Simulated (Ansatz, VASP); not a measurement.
Two plane-wave programs on PtSe2

The input POSCAR:

```
PtSe2
1.0
    3.6803074569      0.0000000000      0.0000000000
   -1.8401537284      3.1872397514      0.0000000000
    0.0000000000      0.0000000000      5.7636345132
Pt Se
1 2
Direct
    0.0000000000      0.0000000000      0.0000000000
    0.6666666667      0.3333333333      0.7694109912
    0.3333333333      0.6666666667      0.2305890088
```

INCAR.step1

```
PREC = Accurate
ENCUT = 520
ISMEAR = 0
SIGMA = 0.02
LREAL = False
LASPH = True
NELM = 100
NBANDS = 18
GGA = PE
ALGO = Normal
EDIFF = 1E-4
LWAVE = True
LCHARG = False
```

The input INCAR.step2:

```
PREC = Accurate
ENCUT = 520
EDIFF = 1E-7
ISMEAR = 0
SIGMA = 0.02
LREAL = False
LASPH = True
NELM = 100
ALGO = Normal
ISIF = 2
LWAVE = False
LCHARG = False
METAGGA = R2SCAN
LMIXTAU = True
NBANDS = 18
ISTART = 1
```

The input KPOINTS:

```
regular mesh
0
Gamma
  12 12 6
```

Input for Ansatz:

```yaml
crystal:
  lattice:
    - [3.6803074569, 0.0, 0.0]
    - [-1.8401537284, 3.1872397514, 0.0]
    - [0.0, 0.0, 5.7636345132]
  atoms:
    - { symbol: Pt, position: [0.0, 0.0, 0.0] }
    - { symbol: Se, position: [0.6666666667, 0.3333333333, 0.7694109912] }
    - { symbol: Se, position: [0.3333333333, 0.6666666667, 0.2305890088] }
basis:
  ecutwfc: 500
kpoints:
  mp_grid: { grid: [12, 12, 6] }
  band_path: { path: [VBM, CBM], npoints: 2 }
hamiltonian:
  xc: r2scan
scf:
  occupations: { method: gaussian, width: 0.02 }
output:
  forces: true
  stress: true
  eigenvalues: true
checkpoint:
  read: start.run
  write: ck
  compress: false
  write_wavefunctions: false
  write_every: 100000
```

Alike in both runs: task single point; functional r2SCAN; k mesh 12 × 12 × 6; occupations gaussian, width 0.02 eV; no spin polarisation.

```csv
,VASP,Ansatz
version,VASP 6.6.1,Ansatz 0.2.0
potentials or method,"VASP PAW PBE potentials, release 64 (Pt, Se), cutoff 520 eV","scalar-relativistic, plane waves, PAW"
valence electrons in the cell,22,50
```

Ansatz gave:

| Item | Value |
| --- | --- |
| gap on the k mesh at the Fermi level (eV) | 0.55 |
| least direct gap on the mesh (eV) | 0.92 |
| pressure (GPa) | 1.6 |
| traceless stress, the component that is largest in VASP (GPa) | -1.15 |
| rms of the force components (eV/Å) | 0.000 |

**Question.** Estimate VASP's values.

**Answer.** gap on the k mesh at the Fermi level (eV): 0.54; least direct gap on the mesh (eV): 0.91; pressure (GPa): 1.7; traceless stress, the component that is largest in VASP (GPa): -1.19; rms of the force components (eV/Å): 0.006.

VASP's potentials were made for PBE, not for r2SCAN. Atom by atom the forces differ by 0.006 eV/Å (rms over components). VASP's potentials hold 22 valence electrons a cell and Ansatz's 50, so a difference there can come from the potentials and not from the codes.

Neither program's run includes spin-orbit coupling.
